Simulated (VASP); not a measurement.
# Sc (P6_3/mmc) in VASP: further runs

Runs on Sc. Level: r2SCAN. Tasks: relaxation of cell and atoms.

Everything below comes from runs of VASP 6.6.1. Logs are shortened: lines on timing, memory, paths and dates and some standing lists are left out, and cuts for length are marked.

### 1 The cell of the first run

Symmetry: P6_3/mmc, No. 194, hexagonal system. The conventional cell has a = 3.280 Å, b = 3.280 Å, c = 5.356 Å, α = 90.00°, β = 90.00°, γ = 120.00°. Sc (site symmetry -6m2) has 12 Sc at 3.28 Å within 4.3 Å.

### 2 Relaxation of cell and atoms, r2SCAN

Contents of POSCAR:

```
Sc
1.0
    3.2800000000      0.0000000000      0.0000000000
   -1.6400000000      2.8405633244      0.0000000000
    0.0000000000      0.0000000000      5.3562400000
Sc
2
Direct
    0.3333333333      0.6666666667      0.2500000000
    0.6666666667      0.3333333333      0.7500000000
```

Contents of INCAR.step1:

```
SYSTEM = Sc
  ALGO = Normal
  EDIFF = 1E-4
  ENCUT = 600
  GGA = PE
  ISMEAR = 0
  LASPH = .TRUE.
  LCHARG = .FALSE.
  LREAL = .FALSE.
  LWAVE = .TRUE.
  NELM = 80
  PREC = Accurate
  SIGMA = 0.1
```

Contents of INCAR.step2:

```
SYSTEM = Sc
  ALGO = Normal
  EDIFF = 1E-6
  EDIFFG = -0.01
  ENCUT = 600
  IBRION = 2
  ISIF = 3
  ISMEAR = 0
  ISTART = 1
  LASPH = .TRUE.
  LCHARG = .FALSE.
  LMIXTAU = .TRUE.
  LREAL = .FALSE.
  LWAVE = .FALSE.
  METAGGA = R2SCAN
  NELM = 80
  NSW = 60
  PREC = Accurate
  SIGMA = 0.1
```

Contents of KPOINTS:

```
k-points
0
G
  9 9 5
  0 0 0
```

Potentials or basis: VASP PAW PBE potentials, release 64 (Sc_sv).

Started as:

```console
> cat potpaw_PBE.64/Sc_sv/POTCAR > POTCAR
> cp INCAR.step1 INCAR
> mpirun -np 1 vasp_std > vasp.out
> cp INCAR.step2 INCAR
> mpirun -np 1 vasp_std > vasp.out
```

OUTCAR:

```text
SYSTEM = Sc
   EDIFF = 1E-6
   EDIFFG = -0.01
   ENCUT = 600
   IBRION = 2
   ISIF = 3
   ISMEAR = 0
   ISTART = 1
   LASPH = .TRUE.
   LREAL = .FALSE.
   METAGGA = R2SCAN
   NELM = 80
   NSW = 60
   PREC = Accurate

 ion  position               nearest neighbor table
   1  0.333  0.667  0.250-   2 3.28   2 3.28   2 3.28   2 3.28   2 3.28   2 3.28
   2  0.667  0.333  0.750-   1 3.28   1 3.28   1 3.28   1 3.28   1 3.28   1 3.28

  LATTYP: Found a hexagonal cell.
 ALAT       =     3.2800000000
 C/A-ratio  =     1.6330000000

  Lattice vectors:

 A1 = (   3.2800000000,   0.0000000000,   0.0000000000)
 A2 = (  -1.6400000000,   2.8405633244,   0.0000000000)
 A3 = (   0.0000000000,   0.0000000000,   5.3562400000)

Analysis of symmetry for initial positions (statically):
=====================================================================
 Subroutine PRICEL returns:
 Original cell was already a primitive cell.

 Routine SETGRP: Setting up the symmetry group for a
 hexagonal supercell.

 Subroutine GETGRP returns: Found 24 space group operations
 (whereof 12 operations were pure point group operations)
 out of a pool of 24 trial point group operations.

The static configuration has the point symmetry D_3d.
 The point group associated with its full space group is D_6h.

Analysis of symmetry for dynamics (positions and initial velocities):
=====================================================================
 Subroutine PRICEL returns:
 Original cell was already a primitive cell.

 Routine SETGRP: Setting up the symmetry group for a
 hexagonal supercell.

 Subroutine GETGRP returns: Found 24 space group operations
 (whereof 12 operations were pure point group operations)
 out of a pool of 24 trial point group operations.

The dynamic configuration has the point symmetry D_3d.
 The point group associated with its full space group is D_6h.

 Subroutine INISYM returns: Found 24 space group operations
 (whereof 12 operations are pure point group operations),
 and found     1 'primitive' translations

----------------------------------------------------------------------------------------

                                     Primitive cell

  volume of cell :      49.9043

  direct lattice vectors                    reciprocal lattice vectors
     3.280000000  0.000000000  0.000000000     0.304878049  0.176021424  0.000000000
    -1.640000000  2.840563324  0.000000000     0.000000000  0.352042847  0.000000000
     0.000000000  0.000000000  5.356240000     0.000000000  0.000000000  0.186698132

  length of vectors
     3.280000000  3.280000000  5.356240000     0.352042847  0.352042847  0.186698132

  position of ions in fractional coordinates (direct lattice)
     0.333333333  0.666666667  0.250000000
     0.666666667  0.333333333  0.750000000

  ion indices of the primitive-cell ions
   primitive index   ion index
                 1           1
                 2           2

----------------------------------------------------------------------------------------

 KPOINTS: k-points

Automatic generation of k-mesh.
 Grid dimensions read from file:
 generate k-points for:    9    9    5

 Generating k-lattice:

  Cartesian coordinates                     Fractional coordinates (reciprocal lattice)
     0.033875339  0.019557936  0.000000000     0.111111111 -0.000000000  0.000000000
     0.000000000  0.039115872  0.000000000     0.000000000  0.111111111  0.000000000
     0.000000000  0.000000000  0.037339626     0.000000000  0.000000000  0.200000000

  Length of vectors
     0.039115872  0.039115872  0.037339626

  Shift w.r.t. Gamma in fractional coordinates (k-lattice)
     0.000000000  0.000000000  0.000000000

 Subroutine IBZKPT returns following result:
 ===========================================

 Found     36 irreducible k-points:

 Following reciprocal coordinates:
            Coordinates               Weight
  0.000000  0.000000  0.000000      1.000000
  0.111111  0.000000  0.000000      6.000000
  0.222222  0.000000  0.000000      6.000000
[... 40 lines left out ...]
  Fermi-wavevector in a.u.,A,eV,Ry     =   1.245957  2.354517 21.121794  1.552408
  Thomas-Fermi vector in A             =   2.380156
   LORBIT       =      0    0 simple, 1 ext, 2 COOP (PROOUT), +10 PAW based schemes
   METAGGA = R2SCAN    functional components
   LHFCALC =     F    Hartree Fock is set to
   AEXX    =    0.0000 exact exchange contribution
   IVDW    =     0    specifies the selected vdW correction
   LEPSILON=     F    determine dielectric tensor
   LRPA    =     F    only Hartree local field effects (RPA)
 conjugate gradient relaxation of ions
 non-spin polarized calculation
 Gauss-broadening in eV      SIGMA  =   0.10
  energy-cutoff  :      600.00
  volume of cell :       49.90
 maximum number of plane-waves:      1713
 NGX is ok and might be reduce to    28
   NGX = 13   NGY = 13   NGZ = 21

--------------------------------------- Ionic step        1  -------------------------------------------

 number of electron      22.0000000 magnetization

 Free energy of the ion-electron system (eV)
  ---------------------------------------------------
  ext. energy  EPLUGINS =         0.00000000
  ---------------------------------------------------
  free energy    TOTEN  =       -22.70624754 eV

  energy without entropy =      -22.68399017  energy(sigma->0) =      -22.69511886

------------------------ aborting loop because EDIFF is reached ----------------------------------------

  FORCE on cell =-STRESS in cart. coord.  units (eV):
  Direction    XX          YY          ZZ          XY          YZ          ZX
  --------------------------------------------------------------------------------------
  -------------------------------------------------------------------------------------
  Total        0.4638908      0.4638908     -0.5982311     -0.0000000      0.0000000      0.0000000
  in kB       14.8932006     14.8932006    -19.2061912     -0.0000000      0.0000000      0.0000000
  external PRESSURE =       3.5267367 kB  Pullay stress =       0.0000000 kB
[... 165 lines left out ...]
  energy  without entropy=      -22.7014402577  energy(sigma->0) =      -22.71200271

--------------------------------------- Ionic step        6  -------------------------------------------

 number of electron      21.9999999 magnetization

 Free energy of the ion-electron system (eV)
  ---------------------------------------------------
  ext. energy  EPLUGINS =         0.00000000
  ---------------------------------------------------
  free energy    TOTEN  =       -22.72262302 eV

  energy without entropy =      -22.70150924  energy(sigma->0) =      -22.71206613

 E-fermi :   3.6257     XC(G=0): -10.5380

 val. band max:        3.6065360652   @ k =   0.4444   0.1111   0.4000
 cond. band min:       3.6348525150   @ k =   0.4444   0.1111   0.4000
 fundamental gap:      0.0283164498
 Fermi energy:         3.6256659581

 k-point     1 :       0.0000    0.0000    0.0000
  band No.  band energies     occupation
      1     -47.9386      2.00000
      2     -47.8700      2.00000
      3     -25.7921      2.00000
      4     -25.4482      2.00000
      5     -25.4482      2.00000
      6     -25.3845      2.00000
      7     -25.3845      2.00000
      8     -25.3648      2.00000
      9      -1.8443      2.00000
     10       1.9466      2.00000
     11       4.0342      0.00000
     12       5.4133      0.00000
     13       5.4133      0.00000
     14       5.6680      0.00000
     15       5.8827      0.00000
[... 397 lines left out ...]
 k-point    24 :       0.3333    0.3333    0.2000
  band No.  band energies     occupation
      1     -47.8684      2.00000
      2     -47.8684      2.00000
      3     -25.6505      2.00000
      4     -25.6492      2.00000
      5     -25.6492      2.00000
      6     -25.5368      2.00000
      7     -25.4855      2.00000
      8     -25.4855      2.00000
      9       2.9849      2.00000
     10       3.0111      2.00000
     11       3.0111      2.00000
     12       3.2232      2.00000
     13       4.5364      0.00000
     14       4.5364      0.00000
     15       5.9192      0.00000

 [... further k-points ...]
[... 5 lines left out ...]
  --------------------------------------------------------------------------------------
  -------------------------------------------------------------------------------------
  Total        0.0045325      0.0045325      0.0089310     -0.0000000      0.0000000     -0.0000000
  in kB        0.1450228      0.1450228      0.2857555     -0.0000000      0.0000000     -0.0000000
  external PRESSURE =       0.1919337 kB  Pullay stress =       0.0000000 kB
[... 17 lines left out ...]
  FREE ENERGIE OF THE ION-ELECTRON SYSTEM (eV)
  ---------------------------------------------------
  free  energy   TOTEN  =       -22.7226230225 eV

  energy  without entropy=      -22.7015092363  energy(sigma->0) =      -22.71206613

 reached required accuracy - stopping structural energy minimisation
```

Wall time 8.8 min (1 thread of Intel Xeon 6975P-C, shared host); peak memory 0.22 GiB.

What came out:

```yaml
Free_energy: -22.7226 eV
Relaxed_volume: 25.04 Å³/atom
Relaxed_cell: a = 3.332 Å, b = 3.332 Å, c = 5.207 Å, α = 90.00°, β = 90.00°, γ = 120.00°
Space_group_after_relaxing_to_0.05_Å: P6_3/mmc (No. 194)
Energy_gained_by_relaxing: 8.2 meV/atom
Ionic_steps: 6
Pressure_after_relaxing: 0.0 GPa
Band_gap_on_the_k_mesh: zero (band 11 reaches 4.44 eV, above the bottom of band 12 at 3.16 eV)
```

Step by step:
| step | energy change (eV) | largest force (eV/Å) | pressure (GPa) | volume (Å³) |
| --- | --- | --- | --- | --- |
| 1 | 0.0000 | 0.0000 | 0.35 | 49.90 |
| 2 | -0.0134 | 0.0000 | -0.20 | 50.29 |
| 3 | -0.0157 | 0.0000 | -0.48 | 50.52 |
| 4 | -0.0157 | 0.0000 | -0.46 | 50.51 |
| 5 | -0.0163 | 0.0000 | 0.14 | 49.95 |
| 6 | -0.0164 | 0.0000 | 0.02 | 50.07 |

Final structure:
```
CELL_PARAMETERS angstrom
3.33223 0.00000 0.00000
-1.66612 2.88580 0.00000
0.00000 0.00000 5.20731
ATOMIC_POSITIONS crystal
Sc 0.33333 0.66667 0.25000
Sc 0.66667 0.33333 0.75000
```

Caveat: the PAW data sets were made with another functional, which shifts forces and pressure a little.

### 3 Relaxation of cell and atoms, r2SCAN, target pressure 5 GPa, at which the enthalpy is minimised

POSCAR is that of step 2.

Contents of INCAR.step1:

```
PREC = Accurate
ENCUT = 600
ISMEAR = 0
SIGMA = 0.1
LREAL = F
LASPH = T
NELM = 80
GGA = PE
ALGO = Normal
EDIFF = 1E-4
LWAVE = T
LCHARG = F
```

Contents of INCAR.step2:

```
PREC = Accurate
ENCUT = 600
EDIFF = 1E-6
ISMEAR = 0
SIGMA = 0.1
LREAL = F
LASPH = T
NELM = 80
ALGO = Normal
ISIF = 3
LWAVE = F
LCHARG = F
METAGGA = R2SCAN
LMIXTAU = T
IBRION = 2
NSW = 60
EDIFFG = -0.01
PSTRESS = 50.0
ISTART = 1
```

Contents of KPOINTS:

```
regular mesh
0
Gamma
  9 9 5
```

Potentials or basis: VASP PAW PBE potentials, release 64 (Sc_sv).

Started as:

```console
> cat potpaw_PBE.64/Sc_sv/POTCAR > POTCAR
> cp INCAR.step1 INCAR
> mpirun -np 1 vasp_std > vasp.out
> cp INCAR.step2 INCAR
> mpirun -np 1 vasp_std > vasp.out
```

Wall time 12 min (1 thread of Intel Xeon 6975P-C, shared host); peak memory 0.22 GiB.

Results (log left out):

```
Free energy                                            : -22.6652 eV
Relaxed volume                                         : 23.10 Å³/atom
Relaxed cell                                           : a = 3.250 Å, b = 3.250 Å, c = 5.053 Å, α = 90.00°, β = 90.00°, γ = 120.00°
Space group after relaxing (to 0.05 Å)                 : P6_3/mmc (No. 194)
Energy change on relaxing (the enthalpy is what falls) : +20.5 meV/atom
Ionic steps                                            : 9
Pressure after relaxing                                : 5.0 GPa
Band gap on the k mesh                                 : zero (band 11 reaches 4.99 eV, above the bottom of band 12 at 3.55 eV)
```

Step by step:
```csv
step,energy change (eV),largest force (eV/Å),pressure (GPa),volume (Å³)
1,0.0000,0.0000,0.35,49.90
2,0.0979,0.0000,7.37,44.85
3,0.0541,0.0000,5.48,46.01
4,0.0518,0.0000,5.35,46.09
5,0.0422,0.0000,5.09,46.20
6,0.0388,0.0000,4.91,46.28
7,0.0391,0.0000,4.94,46.27
8,0.0392,0.0000,4.94,46.27
9,0.0410,0.0000,5.03,46.21
```

Final structure:
```xyz
2
Lattice="3.2496 0.0000 0.0000 -1.6248 2.8142 0.0000 0.0000 0.0000 5.0528" Properties=species:S:1:pos:R:3 pbc="T T T"
Sc    0.0000    1.8761    1.2632
Sc    1.6248    0.9381    3.7896
```

Levels at points of the mesh, in eV from the Fermi level:
```
           k point  band 8  band 9  band 10  band 11  band 12  band 13  band 14  band 15
(0.00, 0.00, 0.00)  -28.72   -5.62    -1.80     0.64     1.88     1.88     2.20     2.41
```

Caveat: the cell is relaxed towards a set pressure, so the enthalpy falls and the energy may rise; the PAW data sets were made with another functional, which shifts forces and pressure a little.

### 4 Relaxation of cell and atoms, r2SCAN, target pressure 10 GPa, at which the enthalpy is minimised

POSCAR is that of step 3.

Contents of INCAR.step1:

```
PREC     = Accurate       # precision mode
ENCUT    = 600            # plane-wave cutoff, eV
ISMEAR   = 0              # smearing method
SIGMA    = 0.1            # smearing width, eV
LREAL    = False          # projectors in reciprocal space
LASPH    = True           # aspherical terms in the spheres
NELM     = 80             # most SCF steps
GGA      = PE             # functional
ALGO     = Normal         # electronic algorithm
EDIFF    = 1E-4           # SCF threshold, eV
LWAVE    = True           # write WAVECAR
LCHARG   = False          # write CHGCAR
```

Contents of INCAR.step2:

```
PREC     = Accurate       # precision mode
ENCUT    = 600            # plane-wave cutoff, eV
EDIFF    = 1E-7           # SCF threshold, eV
ISMEAR   = 0              # smearing method
SIGMA    = 0.1            # smearing width, eV
LREAL    = False          # projectors in reciprocal space
LASPH    = True           # aspherical terms in the spheres
NELM     = 80             # most SCF steps
ALGO     = Normal         # electronic algorithm
ISIF     = 3              # what is computed and relaxed
LWAVE    = False          # write WAVECAR
LCHARG   = False          # write CHGCAR
METAGGA  = R2SCAN         # meta-GGA
LMIXTAU  = True         
IBRION   = 2              # ionic algorithm
NSW      = 60             # ionic steps
EDIFFG   = -0.01          # ionic threshold
PSTRESS  = 100.0        
ISTART   = 1
```

Contents of KPOINTS:

```
Automatic mesh
0
Gamma
  9 9 5
```

Started as:

```console
> cat potpaw_PBE.64/Sc_sv/POTCAR > POTCAR
> cp INCAR.step1 INCAR
> mpirun -np 1 vasp_std > vasp.out
> cp INCAR.step2 INCAR
> mpirun -np 1 vasp_std > vasp.out
```

It took 11 min on 1 thread of Intel Xeon 6975P-C, shared host; peak memory 0.22 GiB.

It converged, with:

```yaml
Free_energy: -22.5329 eV
Relaxed_volume: 21.67 Å³/atom
Relaxed_cell: a = 3.188 Å, b = 3.188 Å, c = 4.924 Å, α = 90.00°, β = 90.00°, γ = 120.00°
Space_group_after_relaxing_to_0.05_Å: P6_3/mmc (No. 194)
Energy_change_on_relaxing_the_enthalpy_is_what_falls: +86.7 meV/atom
Ionic_steps: 6
Pressure_after_relaxing: 10.0 GPa
Band_gap_on_the_k_mesh: zero (band 11 reaches 5.47 eV, above the bottom of band 12 at 3.83 eV)
```

The path:
```csv
step,energy change (eV),largest force (eV/Å),pressure (GPa),volume (Å³)
1,0.0000,0.0000,0.35,49.90
2,0.4874,0.0000,18.24,39.81
3,0.1873,0.0000,10.27,43.30
4,0.1768,0.0000,10.10,43.33
5,0.1733,0.0000,9.95,43.34
6,0.1733,0.0000,9.97,43.34
```

Final structure:
```xyz
2
Lattice="3.1883 0.0000 0.0000 -1.5941 2.7611 0.0000 0.0000 0.0000 4.9235" Properties=species:S:1:pos:R:3 pbc="T T T"
Sc    0.0000    1.8407    1.2309
Sc    1.5941    0.9204    3.6926
```

Levels at points of the mesh, in eV from the Fermi level:
```
           k point  band 8  band 9  band 10  band 11  band 12  band 13  band 14  band 15
(0.00, 0.00, 0.00)  -28.50   -5.72    -1.90     0.90     1.94     1.94     2.34     2.54
```

Caveat: the cell is relaxed towards a set pressure, so the enthalpy falls and the energy may rise; the PAW data sets were made with another functional, which shifts forces and pressure a little.

### 5 Relaxation of cell and atoms, r2SCAN, target pressure 20 GPa, at which the enthalpy is minimised

POSCAR is that of step 4.

Contents of INCAR.step1:

```
PREC = Accurate ; ENCUT = 600
ISMEAR = 0 ; SIGMA = 0.1
LREAL = False ; LASPH = True
NELM = 100 ; GGA = PE
ALGO = Normal ; EDIFF = 1E-4
LWAVE = True ; LCHARG = False
```

Contents of INCAR.step2:

```
PREC = Accurate ; ENCUT = 600
EDIFF = 1E-6 ; ISMEAR = 0
SIGMA = 0.1 ; LREAL = False
LASPH = True ; NELM = 100
ALGO = Normal ; ISIF = 3
LWAVE = False ; LCHARG = False
METAGGA = R2SCAN ; LMIXTAU = True
IBRION = 2 ; NSW = 60
EDIFFG = -0.01 ; PSTRESS = 200.0
ISTART = 1
```

Contents of KPOINTS:

```
regular mesh
0
Gamma
  9 9 5
```

Started as:

```console
> cat potpaw_PBE.64/Sc_sv/POTCAR > POTCAR
> cp INCAR.step1 INCAR
> mpirun -np 1 vasp_std > vasp.out
> cp INCAR.step2 INCAR
> mpirun -np 1 vasp_std > vasp.out
```

Wall time 11 min (1 thread of Intel Xeon 6975P-C, shared host); peak memory 0.22 GiB.

It converged, with:

```yaml
Free_energy: -22.1451 eV
Relaxed_volume: 19.55 Å³/atom
Relaxed_cell: a = 3.089 Å, b = 3.089 Å, c = 4.734 Å, α = 90.00°, β = 90.00°, γ = 120.00°
Space_group_after_relaxing_to_0.05_Å: P6_3/mmc (No. 194)
Energy_change_on_relaxing_the_enthalpy_is_what_falls: +280.6 meV/atom
Ionic_steps: 10
Pressure_after_relaxing: 20.0 GPa
Band_gap_on_the_k_mesh: zero (band 11 reaches 6.61 eV, above the bottom of band 12 at 4.42 eV)
```

Stress tensor (GPa, compression positive):
```
20.03  0.00  0.00
 0.00 20.03  0.00
 0.00  0.00 19.92
```

The path:
| step | energy change (eV) | largest force (eV/Å) | pressure (GPa) | volume (Å³) |
| --- | --- | --- | --- | --- |
| 1 | 0.0000 | 0.0000 | 0.35 | 49.90 |
| 2 | 2.3446 | 0.0000 | 53.25 | 30.90 |
| 3 | 0.5418 | 0.0000 | 19.29 | 39.42 |
| 4 | 0.5789 | 0.0000 | 20.14 | 39.12 |
| 5 | 0.5667 | 0.0000 | 20.13 | 39.11 |
| 6 | 0.5648 | 0.0000 | 20.09 | 39.08 |
| 7 | 0.5646 | 0.0000 | 20.09 | 39.08 |
| 8 | 0.5562 | 0.0000 | 19.91 | 39.15 |
| 9 | 0.5605 | 0.0000 | 19.98 | 39.11 |
| 10 | 0.5611 | 0.0000 | 19.99 | 39.11 |

Final structure:
```cif
data_structure
_symmetry_space_group_name_H-M 'P 1'
_symmetry_Int_Tables_number 1
_cell_length_a 3.0887
_cell_length_b 3.0887
_cell_length_c 4.7336
_cell_angle_alpha 90.000
_cell_angle_beta 90.000
_cell_angle_gamma 120.000
_cell_volume 39.11
loop_
_atom_site_label
_atom_site_type_symbol
_atom_site_fract_x
_atom_site_fract_y
_atom_site_fract_z
_atom_site_occupancy
Sc1 Sc 0.33333 0.66667 0.25000 1
Sc2 Sc 0.66667 0.33333 0.75000 1
```

Levels at points of the mesh, in eV from the Fermi level:
| k point | band 9 | band 10 | band 11 | band 12 | band 13 | band 14 |
| --- | --- | --- | --- | --- | --- | --- |
| (0.00, 0.00, 0.00) | -5.83 | -2.07 | 1.40 | 2.04 | 2.04 | 2.57 |

Caveat: the cell is relaxed towards a set pressure, so the enthalpy falls and the energy may rise; the volume moved by over 15 % at a fixed basis, so the end points are rough; the PAW data sets were made with another functional, which shifts forces and pressure a little.

### 6 Overview

```tsv
cell	gap on the mesh (eV)	pressure (GPa)
relaxed	none	0.0
relaxed to 5 GPa	none	5.0
relaxed to 10 GPa	none	10.0
relaxed to 20 GPa	none	20.0
```

Alike in all rows: task relaxation of cell and atoms; level r2SCAN; potentials or basis VASP PAW PBE potentials, release 64 (Sc_sv); no spin polarisation; k mesh 9 × 9 × 5; cutoff (eV) 600; smearing gaussian 0.1 eV.

Caveats: the PAW data sets were made with another functional, which shifts forces and pressure a little; the cell is relaxed towards a set pressure, so the enthalpy falls and the energy may rise (some runs); the volume moved by over 15 % at a fixed basis, so the end points are rough (some runs).

Total energies depend on the potentials used, so only differences within one code and one set of settings carry meaning.
